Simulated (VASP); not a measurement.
# CuB2 (P6/mmm) in VASP: elastic constants with PBEsol

Aim: the elastic constants of CuB2 with PBEsol.

Program: VASP 6.6.1. These are calculated values, not measurements. Logs are shortened: lines on timing, memory, paths and dates and some standing lists are left out, and cuts for length are marked.

## Step 1: The cell of the first run

The structure is hexagonal, space group P6/mmm (No. 191). Conventional cell: a = 2.976 Å, b = 2.976 Å, c = 3.288 Å, α = 90.00°, β = 90.00°, γ = 120.00°. Within 3.1 Å of Cu (site symmetry 6/mmm) lie 12 B at 2.38 Å and 6 Cu at 2.98 Å. Within 2.4 Å of B (site symmetry -6m2) lie 3 B at 1.72 Å and 6 Cu at 2.38 Å.

## Step 2: Elastic constants, PBEsol

Input file INCAR:

```
PREC = Accurate
ENCUT = 600
EDIFF = 1E-8
ISMEAR = 0
SIGMA = 0.05
LREAL = False
LASPH = True
NELM = 100
ALGO = Normal
ISIF = 3
LWAVE = False
LCHARG = False
GGA = PS
IBRION = 6
NFREE = 2
POTIM = 0.015
NSW = 1
```

Input file KPOINTS:

```
regular mesh
0
Gamma
  12 12 10
```

Input file POSCAR:

```
CuB2
1.0
    2.9763517577      0.0000000000      0.0000000000
   -1.4881758789      2.5775962328      0.0000000000
    0.0000000000      0.0000000000      3.2884267810
Cu B
1 2
Direct
    0.0000000000      0.0000000000      0.0000000000
    0.3333333333      0.6666666667      0.5000000000
    0.6666666667      0.3333333333      0.5000000000
```

Potentials or basis: VASP PAW PBE potentials, release 64 (Cu, B).

Launch:

```
$ cat potpaw_PBE.64/Cu/POTCAR potpaw_PBE.64/B/POTCAR > POTCAR
$ mpirun -np 1 vasp_std > vasp.out
```

OUTCAR:

```text
PREC = Accurate
   ENCUT = 600
   EDIFF = 1E-8
   ISMEAR = 0
   LREAL = False
   LASPH = True
   NELM = 100
   ISIF = 3
   GGA = PS
   IBRION = 6
   NFREE = 2
   POTIM = 0.015
   NSW = 1

 ion  position               nearest neighbor table
   1  0.000  0.000  0.000-   2 2.38   3 2.38   2 2.38   3 2.38   3 2.38   3 2.38   2 2.38   2 2.38
                             3 2.38   3 2.38   2 2.38   2 2.38
   2  0.333  0.667  0.500-   3 1.72   3 1.72   3 1.72   1 2.38   1 2.38   1 2.38   1 2.38   1 2.38
                             1 2.38
   3  0.667  0.333  0.500-   2 1.72   2 1.72   2 1.72   1 2.38   1 2.38   1 2.38   1 2.38   1 2.38
                             1 2.38

  LATTYP: Found a hexagonal cell.
 ALAT       =     2.9763517577
 C/A-ratio  =     1.1048515259

  Lattice vectors:

 A1 = (   2.9763517577,   0.0000000000,   0.0000000000)
 A2 = (  -1.4881758789,   2.5775962328,   0.0000000000)
 A3 = (   0.0000000000,   0.0000000000,   3.2884267810)

Analysis of symmetry for initial positions (statically):
=====================================================================
 Subroutine PRICEL returns:
 Original cell was already a primitive cell.

 Routine SETGRP: Setting up the symmetry group for a
 hexagonal supercell.

 Subroutine GETGRP returns: Found 24 space group operations
 (whereof 24 operations were pure point group operations)
 out of a pool of 24 trial point group operations.

The static configuration has the point symmetry D_6h.

Analysis of symmetry for dynamics (positions and initial velocities):
=====================================================================
 Subroutine PRICEL returns:
 Original cell was already a primitive cell.

 Routine SETGRP: Setting up the symmetry group for a
 hexagonal supercell.

 Subroutine GETGRP returns: Found 24 space group operations
 (whereof 24 operations were pure point group operations)
 out of a pool of 24 trial point group operations.

The dynamic configuration has the point symmetry D_6h.

 Subroutine INISYM returns: Found 24 space group operations
 (whereof 24 operations are pure point group operations),
 and found     1 'primitive' translations

----------------------------------------------------------------------------------------

                                     Primitive cell

  volume of cell :      25.2283

  direct lattice vectors                    reciprocal lattice vectors
     2.976351758  0.000000000  0.000000000     0.335981793  0.193979179  0.000000000
    -1.488175879  2.577596233  0.000000000     0.000000000  0.387958357  0.000000000
     0.000000000  0.000000000  3.288426781     0.000000000  0.000000000  0.304096781

  length of vectors
     2.976351758  2.976351758  3.288426781     0.387958357  0.387958357  0.304096781

  position of ions in fractional coordinates (direct lattice)
     0.000000000  0.000000000  0.000000000
     0.333333333  0.666666667  0.500000000
     0.666666667  0.333333333  0.500000000

  ion indices of the primitive-cell ions
   primitive index   ion index
                 1           1
                 2           2
                 3           3

----------------------------------------------------------------------------------------

 KPOINTS: regular mesh

Automatic generation of k-mesh.
 Grid dimensions read from file:
 generate k-points for:   12   12   10

 Generating k-lattice:

  Cartesian coordinates                     Fractional coordinates (reciprocal lattice)
     0.027998483  0.016164932  0.000000000     0.083333333 -0.000000000  0.000000000
     0.000000000  0.032329863  0.000000000     0.000000000  0.083333333  0.000000000
     0.000000000  0.000000000  0.030409678     0.000000000  0.000000000  0.100000000

  Length of vectors
     0.032329863  0.032329863  0.030409678

  Shift w.r.t. Gamma in fractional coordinates (k-lattice)
     0.000000000  0.000000000  0.000000000

 Subroutine IBZKPT returns following result:
 ===========================================
[... 71 lines left out ...]
  Thomas-Fermi vector in A             =   2.554573
   LORBIT       =      0    0 simple, 1 ext, 2 COOP (PROOUT), +10 PAW based schemes
   GGA     = PS    functional components
   LHFCALC =     F    Hartree Fock is set to
   AEXX    =    0.0000 exact exchange contribution
   IVDW    =     0    specifies the selected vdW correction
   LEPSILON=     F    determine dielectric tensor
   LRPA    =     F    only Hartree local field effects (RPA)
 finite differences with symmetry
 non-spin polarized calculation
 Gauss-broadening in eV      SIGMA  =   0.05
  energy-cutoff  :      600.00
  volume of cell :       25.23
 maximum number of plane-waves:       858
 NGX is ok and might be reduce to    24
   NGX = 11   NGY = 11   NGZ = 13

--------------------------------------- Ionic step        1  -------------------------------------------

 number of electron      16.9999995 magnetization

 Free energy of the ion-electron system (eV)
  ---------------------------------------------------
  ext. energy  EPLUGINS =         0.00000000
  ---------------------------------------------------
  free energy    TOTEN  =       -17.27889741 eV

  energy without entropy =      -17.27727122  energy(sigma->0) =      -17.27808432

------------------------ aborting loop because EDIFF is reached ----------------------------------------

  FORCE on cell =-STRESS in cart. coord.  units (eV):
  Direction    XX          YY          ZZ          XY          YZ          ZX
  --------------------------------------------------------------------------------------
  -------------------------------------------------------------------------------------
  Total        0.0756412      0.0756412      0.0659135     -0.0000000      0.0000000      0.0000000
  in kB        4.8037661      4.8037661      4.1859821     -0.0000000      0.0000000      0.0000000
  external PRESSURE =       4.5978381 kB  Pullay stress =       0.0000000 kB
[... 92 lines left out ...]
  FREE ENERGIE OF THE ION-ELECTRON SYSTEM (eV)
  ---------------------------------------------------
  free  energy   TOTEN  =       -17.2699535909 eV

  energy  without entropy=      -17.2683284553  energy(sigma->0) =      -17.26914102

[... ionic steps 4 to 18 ...]

--------------------------------------- Ionic step       19  -------------------------------------------

 number of electron      16.9999995 magnetization

------------------------ aborting loop because EDIFF is reached ----------------------------------------
[... 69 lines left out ...]
--------------------------------------- Ionic step       21  -------------------------------------------

 number of electron      16.9999995 magnetization

 Free energy of the ion-electron system (eV)
  ---------------------------------------------------
  ext. energy  EPLUGINS =         0.00000000
  ---------------------------------------------------
  free energy    TOTEN  =       -17.27807542 eV

  energy without entropy =      -17.27644528  energy(sigma->0) =      -17.27726035

 E-fermi :   7.3361     XC(G=0): -12.5752

 val. band max:        7.3345957316   @ k =  -0.0833   0.2500   0.4000
 cond. band min:       7.3423059214   @ k =   0.5000   0.0000   0.5000
 fundamental gap:      0.0077101898
 Fermi energy:         7.3361288380

 k-point     1 :       0.0000    0.0000    0.0000
  band No.  band energies     occupation
      1      -6.3263      2.00000
      2       3.2741      2.00000
      3       3.5303      2.00000
      4       3.5303      2.00000
      5       4.3044      2.00000
      6       4.4455      2.00000
      7       4.4455      2.00000
      8       8.4472      0.00000
      9       8.4472      0.00000
     10      11.3670      0.00000
     11      13.5769      0.00000
     12      13.5769      0.00000
[... 331 lines left out ...]
 k-point    24 :       0.3333    0.0000    0.1000
  band No.  band energies     occupation
      1      -4.1800      2.00000
      2       1.0570      2.00000
      3       2.9528      2.00000
      4       3.4347      2.00000
      5       3.8687      2.00000
      6       4.3869      2.00000
      7       5.2065      2.00000
      8       5.8371      2.00000
      9       7.3972      0.08407
     10      12.9276      0.00000
     11      13.1831      0.00000
     12      13.8630      0.00000

 [... further k-points ...]

------------------------ aborting loop because EDIFF is reached ----------------------------------------

  FORCE on cell =-STRESS in cart. coord.  units (eV):
  Direction    XX          YY          ZZ          XY          YZ          ZX
  --------------------------------------------------------------------------------------
  -------------------------------------------------------------------------------------
  Total        0.0762316      0.0762316      0.0689570     -0.0000000     -0.0000000      0.0000000
  in kB        4.8412575      4.8412575      4.3792718     -0.0000000     -0.0000000      0.0000000
  external PRESSURE =       4.6872623 kB  Pullay stress =       0.0000000 kB
[... 18 lines left out ...]
  FREE ENERGIE OF THE ION-ELECTRON SYSTEM (eV)
  ---------------------------------------------------
  free  energy   TOTEN  =       -17.2780754205 eV

  energy  without entropy=      -17.2764452762  energy(sigma->0) =      -17.27726035

 INTERNAL STRAIN TENSORS FROM STRAINED CELLS
 ============================================

 INTERNAL STRAIN TENSOR FOR ION    1 for displacements in x,y,z  (eV/Angst):
          X           Y           Z          XY          YZ          ZX
  --------------------------------------------------------------------------------
  x    -0.00000    -0.00000     0.00000     0.00000     0.00000    -0.00000
  y     0.00000     0.00000     0.00000     0.00000     0.00000     0.00000
  z     0.00000     0.00000     0.00000     0.00000     0.00000     0.00000

 INTERNAL STRAIN TENSORS FROM DISPLACED ATOMS
 ============================================

 INTERNAL STRAIN TENSOR FOR ION    1 for displacements in x,y,z  (eV/Angst):
          X           Y           Z          XY          YZ          ZX
  --------------------------------------------------------------------------------
  x     0.00000     0.00000     0.00000     0.00000     0.00000     0.00000
  y     0.00000     0.00000     0.00000     0.00000     0.00000     0.00000
  z     0.00000     0.00000     0.00000     0.00000     0.00000     0.00000

 INTERNAL STRAIN TENSOR FOR ION    3 for displacements in x,y,z  (eV/Angst):
          X           Y           Z          XY          YZ          ZX
  --------------------------------------------------------------------------------
  x    -0.00000     0.00000     0.00000    10.53186     0.00000     0.00000
  y    10.53186   -10.53186     0.00000     0.00000     0.00000     0.00000
  z     0.00000     0.00000     0.00000     0.00000     0.00000    -0.00000

 Eigenvectors and eigenvalues of the dynamical matrix
 ----------------------------------------------------

   1 f  =   16.627933 THz   104.476385 2PiTHz  554.648148 cm-1    68.767575 meV
             X         Y         Z           dx          dy          dz
      0.000000  0.000000  0.000000    -0.000000    0.000000   -0.000000
     -0.000000  1.718397  1.644213    -0.333661    0.623434   -0.000000
      1.488176  0.859199  1.644213     0.333661   -0.623434    0.000000
[... 43 lines left out ...]
   9 f/i=    0.041897 THz     0.263248 2PiTHz    1.397542 cm-1     0.173273 meV
             X         Y         Z           dx          dy          dz
      0.000000  0.000000  0.000000    -0.551777    0.677548   -0.000000
     -0.000000  1.718397  1.644213    -0.217132    0.266625   -0.000000
      1.488176  0.859199  1.644213    -0.217132    0.266625   -0.000000

--------------------------------------------------------------------------------------------------------

 ELASTIC MODULI CONTR FROM IONIC RELAXATION (kBar)
 Direction    XX          YY          ZZ          XY          YZ          ZX
 --------------------------------------------------------------------------------
 XX       -1151.9199   1151.9199      0.0000      0.0000      0.0000      0.0000
 YY        1151.9199  -1151.9199      0.0000      0.0000      0.0000     -0.0000
 ZZ           0.0000      0.0000     -0.0000     -0.0000      0.0000      0.0000
 XY           0.0000      0.0000     -0.0000  -1151.9199      0.0000      0.0000
 YZ           0.0000      0.0000      0.0000      0.0000      0.0000      0.0000
 ZX           0.0000     -0.0000      0.0000      0.0000      0.0000     -0.0000
 --------------------------------------------------------------------------------

 TOTAL ELASTIC MODULI (kBar)
 Direction    XX          YY          ZZ          XY          YZ          ZX
 --------------------------------------------------------------------------------
 XX        3251.9270   2603.9980   1068.4952     -0.0000     -0.0000     -0.0000
 YY        2603.9980   3251.9270   1068.4952     -0.0000      0.0000      0.0000
 ZZ        1068.4952   1068.4952   2380.7198     -0.0000     -0.0000      0.0000
 XY          -0.0000     -0.0000     -0.0000    323.9645      0.0000     -0.0000
 YZ          -0.0000      0.0000     -0.0000      0.0000   -319.4818      0.0000
 ZX          -0.0000     -0.0000      0.0000     -0.0000      0.0000   -319.4810
 --------------------------------------------------------------------------------
```

Run time: 11 min. Hardware: 1 thread of Intel Xeon Platinum 8488C (Sapphire Rapids), shared host; peak memory 0.43 GiB.

What came out:

```
Voigt bulk modulus            : 204 GPa
Highest phonon frequency at Γ : 555 cm⁻¹
```

Phonon frequencies in cm⁻¹ (negative: imaginary):
```tsv
q point	frequencies
(0.000, 0.000, 0.000)	-1 -1 0 69 69 308 545 555 555
```

Elastic tensor in Voigt notation (GPa, in the Cartesian axes of the cell as first typed):
```
325 260 107   0   0   0
260 325 107   0   0   0
107 107 238   0   0   0
  0   0   0 -32   0   0
  0   0   0   0 -32   0
  0   0   0   0   0  32
```

Clamped-ion elastic tensor (GPa):
```
440 145 107   0   0   0
145 440 107   0   0   0
107 107 238   0   0   0
  0   0   0 -32   0   0
  0   0   0   0 -32   0
  0   0   0   0   0 148
```

Caveat: the elastic tensor has a negative eigenvalue, so either the cell is unstable as it stands or the mesh is too thin; the PAW data sets were made with another functional, which shifts forces and pressure a little.
